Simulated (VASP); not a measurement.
Here is a VASP 6.6.1 calculation.

INCAR

```
  ALGO = Normal
  EDIFF = 1E-7
  EDIFFG = -0.005
  ENCUT = 600
  GGA = PS
  IBRION = 2
  ISIF = 3
  ISMEAR = -1
  LASPH = T
  LCHARG = F
  LREAL = F
  LWAVE = F
  NELM = 100
  NSW = 60
  PREC = Accurate
  PSTRESS = 130.0
  SIGMA = 0.05
```

KPOINTS

```
k-points
0
Gamma
  11 11 11
```

POSCAR

```
Zr
1.0
    0.0000000000      2.8860194293      2.8860194293
    2.8860194293      0.0000000000      2.8860194293
    2.8860194293      2.8860194293      0.0000000000
Zr
2
Direct
   -0.1250000000     -0.1250000000     -0.1250000000
    0.1250000000      0.1250000000      0.1250000000
```

Potentials or basis: VASP PAW PBE potentials, release 64 (Zr_sv).

Launch:

```bash
$ cat potpaw_PBE.64/Zr_sv/POTCAR > POTCAR
$ mpirun -np 1 vasp_std > vasp.out
```

(1) What does it give for the space group after relaxing (to 0.1 Å)?

(2) Estimate the band gap on the k mesh.

Results:

(1) Fd-3m (No. 227).

(2) zero (bands 12 and 13 overlap by 0.87 eV).

Caveat: the cell is relaxed towards a set pressure, so the run minimises the enthalpy, not the energy.
